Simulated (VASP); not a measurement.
# LiF (kpbe) (Fm-3m) in VASP: further runs, part 2 of 2

VASP 6.6.1. Earlier steps stand in the parts before.

### 3 Single point, PBE

This run uses another cell than the first one, of 8.41 Å³/atom, 0.988 times its volume.

The input, INCAR:

```
  PREC = Accurate
  ENCUT = 520
  EDIFF = 1E-7
  ISMEAR = 0
  SIGMA = 0.02
  LREAL = False
  LASPH = True
  NELM = 80
  ALGO = Normal
  ISIF = 2
  LWAVE = False
  LCHARG = True
  GGA = PE
  LELF = True
  LVHAR = True
  NBANDS = 12
```

The input, KPOINTS:

```
Automatic mesh
0
Gamma
  10 10 10
```

The input, POSCAR:

```
LiF
1.0
    0.0000000000      2.0336765480      2.0336765480
    2.0336765480      0.0000000000      2.0336765480
    2.0336765480      2.0336765480      0.0000000000
Li F
1 1
Direct
    0.0000000000      0.0000000000      0.0000000000
    0.5000000000      0.5000000000      0.5000000000
```

Potentials or basis: VASP PAW PBE potentials, release 64 (Li_sv, F).

Run with:

```
$ cat potpaw_PBE.64/Li_sv/POTCAR potpaw_PBE.64/F/POTCAR > POTCAR
$ mpirun -np 1 vasp_std > vasp.out
```

OUTCAR:

```text
PREC = Accurate
   ENCUT = 520
   EDIFF = 1E-7
   ISMEAR = 0
   LREAL = False
   LASPH = True
   NELM = 80
   ISIF = 2
   GGA = PE

 ion  position               nearest neighbor table
   1  0.000  0.000  0.000-   2 2.03   2 2.03   2 2.03   2 2.03   2 2.03   2 2.03
   2  0.500  0.500  0.500-   1 2.03   1 2.03   1 2.03   1 2.03   1 2.03   1 2.03

  LATTYP: Found a face centered cubic cell.
 ALAT       =     4.0673530960

  Lattice vectors:

 A1 = (   0.0000000000,   2.0336765480,   2.0336765480)
 A2 = (   2.0336765480,   0.0000000000,   2.0336765480)
 A3 = (   2.0336765480,   2.0336765480,   0.0000000000)

Analysis of symmetry for initial positions (statically):
=====================================================================
 Subroutine PRICEL returns:
 Original cell was already a primitive cell.

 Routine SETGRP: Setting up the symmetry group for a
 face centered cubic supercell.

 Subroutine GETGRP returns: Found 48 space group operations
 (whereof 48 operations were pure point group operations)
 out of a pool of 48 trial point group operations.

The static configuration has the point symmetry O_h .

Analysis of symmetry for dynamics (positions and initial velocities):
=====================================================================
 Subroutine PRICEL returns:
 Original cell was already a primitive cell.

 Routine SETGRP: Setting up the symmetry group for a
 face centered cubic supercell.

 Subroutine GETGRP returns: Found 48 space group operations
 (whereof 48 operations were pure point group operations)
 out of a pool of 48 trial point group operations.

The dynamic configuration has the point symmetry O_h .

 Subroutine INISYM returns: Found 48 space group operations
 (whereof 48 operations are pure point group operations),
 and found     1 'primitive' translations

----------------------------------------------------------------------------------------

                                     Primitive cell

  volume of cell :      16.8219

[... 114 lines left out ...]
   LHFCALC =     F    Hartree Fock is set to
   AEXX    =    0.0000 exact exchange contribution
   IVDW    =     0    specifies the selected vdW correction
   LEPSILON=     F    determine dielectric tensor
   LRPA    =     F    only Hartree local field effects (RPA)
 non-spin polarized calculation
 Gauss-broadening in eV      SIGMA  =   0.02
  energy-cutoff  :      520.00
  volume of cell :       16.82
 maximum number of plane-waves:       465
 NGX is ok and might be reduce to    24
   NGX = 11   NGY = 11   NGZ = 11

 number of electron      10.0000000 magnetization

 number of electron       9.9999992 magnetization

 Free energy of the ion-electron system (eV)
  ---------------------------------------------------
  ext. energy  EPLUGINS =         0.00000000
  ---------------------------------------------------
  free energy    TOTEN  =        -9.64092376 eV

  energy without entropy =       -9.64092376  energy(sigma->0) =       -9.64092376

 E-fermi :  -1.0503     XC(G=0):  -9.8412

 val. band max:       -1.1916510600   @ k =   0.0000   0.0000   0.0000
 cond. band min:       7.6413797592   @ k =   0.0000   0.0000   0.0000
 fundamental gap:      8.8330308193
 Fermi energy:        -1.0502680013

 k-point     1 :       0.0000    0.0000    0.0000
  band No.  band energies     occupation
      1     -42.1794      2.00000
      2     -21.0871      2.00000
      3      -1.1917      2.00000
      4      -1.1917      2.00000
      5      -1.1917      2.00000
      6       7.6414      0.00000
      7      22.3909      0.00000
      8      22.3909      0.00000
      9      22.3909      0.00000
     10      22.8450      0.00000
     11      22.8450      0.00000
     12      22.8450      0.00000
[... 331 lines left out ...]
 k-point    24 :       0.4000    0.3000    0.0000
  band No.  band energies     occupation
      1     -42.1264      2.00000
      2     -20.5896      2.00000
      3      -3.4201      2.00000
      4      -2.0266      2.00000
      5      -1.9194      2.00000
      6      11.6193      0.00000
      7      15.4154      0.00000
      8      17.0380      0.00000
      9      18.6495      0.00000
     10      19.7129      0.00000
     11      32.0648      0.00000
     12      33.2045      0.00000

 [... further k-points ...]
[... 5 lines left out ...]
  --------------------------------------------------------------------------------------
  -------------------------------------------------------------------------------------
  Total       -0.0428393     -0.0428393     -0.0428393      0.0000000      0.0000000      0.0000000
  in kB       -4.0801569     -4.0801569     -4.0801569      0.0000000      0.0000000      0.0000000
  external PRESSURE =      -4.0801569 kB  Pullay stress =       0.0000000 kB

 VOLUME and BASIS-vectors are now :
 -----------------------------------------------------------------------------
  energy-cutoff  :      520.00
  volume of cell :       16.82
      direct lattice vectors                 reciprocal lattice vectors
     0.000000000  2.033676548  2.033676548    -0.245860140  0.245860140  0.245860140
     2.033676548  0.000000000  2.033676548     0.245860140 -0.245860140  0.245860140
     2.033676548  2.033676548  0.000000000     0.245860140  0.245860140 -0.245860140

 POSITION                                       TOTAL-FORCE (eV/Angst)
 -----------------------------------------------------------------------------------
      0.00000      0.00000      0.00000        -0.000000      0.000000     -0.000000
      2.03368      2.03368      2.03368         0.000000     -0.000000      0.000000
 -----------------------------------------------------------------------------------
    total drift:                               -0.000000     -0.000000      0.000000

  FREE ENERGIE OF THE ION-ELECTRON SYSTEM (eV)
  ---------------------------------------------------
  free  energy   TOTEN  =        -9.6409237551 eV

  energy  without entropy=       -9.6409237551  energy(sigma->0) =       -9.64092376
```

OSZICAR:

```text
N       E                     dE             d eps       ncg     rms          rms(c)
DAV:   1     0.318134217058E+02    0.31813E+02   -0.53005E+03  1168   0.824E+02
DAV:   2    -0.903005265543E+01   -0.40843E+02   -0.40044E+02  1376   0.187E+02
DAV:   3    -0.101404625200E+02   -0.11104E+01   -0.11074E+01  1484   0.269E+01
DAV:   4    -0.101526235070E+02   -0.12161E-01   -0.12160E-01  1296   0.296E+00
DAV:   5    -0.101527475073E+02   -0.12400E-03   -0.12400E-03  1508   0.219E-01    0.455E+00
DAV:   6    -0.962953015380E+01    0.52322E+00   -0.25537E+00  1244   0.982E+00    0.141E+00
DAV:   7    -0.963384896654E+01   -0.43188E-02   -0.17975E-02  1496   0.117E+00    0.867E-01
DAV:   8    -0.964081081102E+01   -0.69618E-02   -0.15683E-02  1384   0.130E+00    0.114E-01
DAV:   9    -0.964083408737E+01   -0.23276E-04   -0.95275E-04  1320   0.276E-01    0.438E-02
DAV:  10    -0.964092021067E+01   -0.86123E-04   -0.14475E-04  1284   0.919E-02    0.144E-02
DAV:  11    -0.964092317511E+01   -0.29644E-05   -0.57879E-06  1436   0.229E-02    0.158E-03
DAV:  12    -0.964092368459E+01   -0.50949E-06   -0.54253E-07  1340   0.645E-03    0.990E-04
DAV:  13    -0.964092375507E+01   -0.70477E-07   -0.54516E-08   940   0.208E-03
   1 F= -.96409238E+01 E0= -.96409238E+01  d E =-.921459E-26
```

Wall time 5.4 s (1 thread of Intel Xeon 6975P-C (Granite Rapids), shared host); peak memory 0.13 GiB.

Results:

* Free energy: -9.6409 eV
* Band gap on the k mesh: 8.83 eV, direct

Levels at points of the mesh, in eV from the valence-band top:
```tsv
k point	band 3	band 4	band 5	band 6	band 7	band 8
(0.00, 0.00, 0.00)	0.00	0.00	0.00	8.83	23.58	23.58
(0.50, 0.00, 0.00)	-2.43	-0.22	-0.22	10.62	16.39	18.66
(0.50, 0.50, 0.00)	-2.88	-0.96	-0.96	14.54	16.33	17.10
```

Caveat: the cutoff is under 1.25 times the usual one of these potentials, so pressure, stress and relaxed cells hold a basis-set (Pulay) error. PBE gaps usually lie below the measured ones, often by a third to a half.

### 4 Relaxation of cell and atoms, PBE

The input, INCAR:

```
  PREC = Accurate
  ENCUT = 600
  EDIFF = 1E-6
  ISMEAR = 0
  SIGMA = 0.02
  LREAL = F
  LASPH = T
  NELM = 60
  ALGO = Normal
  ISIF = 3
  LWAVE = F
  LCHARG = F
  GGA = PE
  IBRION = 2
  NSW = 100
  EDIFFG = -0.002
```

The input, KPOINTS:

```
regular mesh
0
Gamma
  10 10 10
```

The input, POSCAR:

```
LiF
1.0
    0.0000000000      2.0417135700      2.0417135700
    2.0417135700      0.0000000000      2.0417135700
    2.0417135700      2.0417135700      0.0000000000
Li F
1 1
Direct
    0.0000000000      0.0000000000      0.0000000000
    0.5000000000      0.5000000000      0.5000000000
```

Run with:

```
$ cat potpaw_PBE.64/Li_sv/POTCAR potpaw_PBE.64/F/POTCAR > POTCAR
$ mpirun -np 1 vasp_std > vasp.out
```

Wall time 8.5 s (1 thread of Intel Xeon 6975P-C (Granite Rapids), shared host); peak memory 0.13 GiB.

It converged, with:

| Property | Result |
| --- | --- |
| Free energy | -9.6447 eV |
| Relaxed volume | 8.32 Å³/atom |
| Relaxed cell | a = 2.865 Å, b = 2.865 Å, c = 2.865 Å, α = 60.00°, β = 60.00°, γ = 60.00° |
| Space group after relaxing (to 0.05 Å) | Fm-3m (No. 225) |
| Energy gained by relaxing | 0.9 meV/atom |
| Ionic steps | 4 |
| Pressure after relaxing | 0.0 GPa |
| Band gap on the k mesh | 8.93 eV, direct |

The path:
```csv
step,energy change (eV),largest force (eV/Å),pressure (GPa),volume (Å³)
1,0.0000,0.0000,-1.51,17.02
2,-0.0014,0.0000,-0.74,16.83
3,-0.0018,0.0000,0.07,16.62
4,-0.0018,0.0000,-0.01,16.64
```

Final structure:
```xyz
2
Lattice="0.0000 2.0262 2.0262 2.0262 0.0000 2.0262 2.0262 2.0262 0.0000" Properties=species:S:1:pos:R:3 pbc="T T T"
Li    0.0000    0.0000    0.0000
F     2.0262    2.0262    2.0262
```

Levels at points of the mesh, in eV from the valence-band top:
```tsv
k point	band 2	band 3	band 4	band 5	band 6	band 7	band 8	band 9
(0.00, 0.00, 0.00)	-19.92	0.00	0.00	0.00	8.93	23.73	23.73	23.73
(0.50, 0.00, 0.00)	-19.50	-2.46	-0.22	-0.22	10.68	16.52	18.75	18.75
(0.50, 0.50, 0.00)	-19.25	-2.93	-0.97	-0.97	14.64	16.39	17.23	20.02
```

Caveat: the cutoff is under 1.25 times the usual one of these potentials, so pressure, stress and relaxed cells hold a basis-set (Pulay) error.

### 5 The runs side by side

```tsv
task	cell	k mesh	cutoff (eV)	smearing	gap on the mesh (eV)
single point	a = 2.887 Å, angles 60.0°, 2 atoms	8 × 8 × 8	520	gaussian 0.1 eV	8.73
single point	a = 2.876 Å, angles 60.0°, 2 atoms	10 × 10 × 10	520	gaussian 0.02 eV	8.83
relaxation of cell and atoms	relaxed from a = 2.887 Å, angles 60.0°, 2 atoms	10 × 10 × 10	600	gaussian 0.02 eV	8.93
```

Alike in all rows: level PBE; potentials or basis VASP PAW PBE potentials, release 64 (Li_sv, F); no spin polarisation.

Caveats: the cutoff is under 1.25 times the usual one of these potentials, so pressure, stress and relaxed cells hold a basis-set (Pulay) error.

Absolute energies hang on the potentials; compare differences alone.
